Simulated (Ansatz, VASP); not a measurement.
Two plane-wave programs on Ca

File INCAR:

```
PREC = Accurate ; ENCUT = 520
EDIFF = 1E-6 ; ISMEAR = 0
SIGMA = 0.15 ; LREAL = False
LASPH = True ; NELM = 100
ALGO = Fast ; ISIF = 2
LWAVE = False ; LCHARG = False
GGA = PS ; NBANDS = 11
```

KPOINTS

```
regular mesh
0
Gamma
  16 16 16
```

POSCAR

```
Ca
1.0
    0.0000000000      2.6294428719      3.1553314463
    2.6294428719      0.0000000000      3.1553314463
    2.6294428719      2.6294428719      0.0000000000
Ca
1
Direct
    0.0000000000      0.0000000000      0.0000000000
```

Input for Ansatz:

```yaml
crystal:
  lattice:
    - [0.0, 2.6294428719, 3.1553314463]
    - [2.6294428719, 0.0, 3.1553314463]
    - [2.6294428719, 2.6294428719, 0.0]
  atoms:
    - { symbol: Ca, position: [0.0, 0.0, 0.0] }
basis:
  ecutwfc: 420
kpoints:
  mp_grid: { grid: [16, 16, 16] }
hamiltonian:
  xc: pbesol
scf:
  occupations: { method: gaussian, width: 0.15 }
output:
  forces: true
  stress: true
  eigenvalues: true
```

Alike in both runs: task single point; functional PBEsol; k mesh 16 × 16 × 16; occupations gaussian, width 0.15 eV; no spin polarisation.

```csv
,VASP,Ansatz
version,VASP 6.6.1,Ansatz 0.2.0
potentials or method,"VASP PAW PBE potentials, release 64 (Ca_sv), cutoff 520 eV","scalar-relativistic, plane waves, PAW"
valence electrons in the cell,10,10
```

```csv
,VASP,Ansatz,Ansatz less VASP
gap on the k mesh at the Fermi level (eV),none,none,-
pressure (GPa),-1.1,-1.2,-0.02
"traceless stress, the component that is largest in VASP (GPa)",-1.67,-1.67,+0.001
```

VASP's potentials were made for PBE, not for PBEsol. A gap of «none» marks a metal or a gap that the smearing closes.
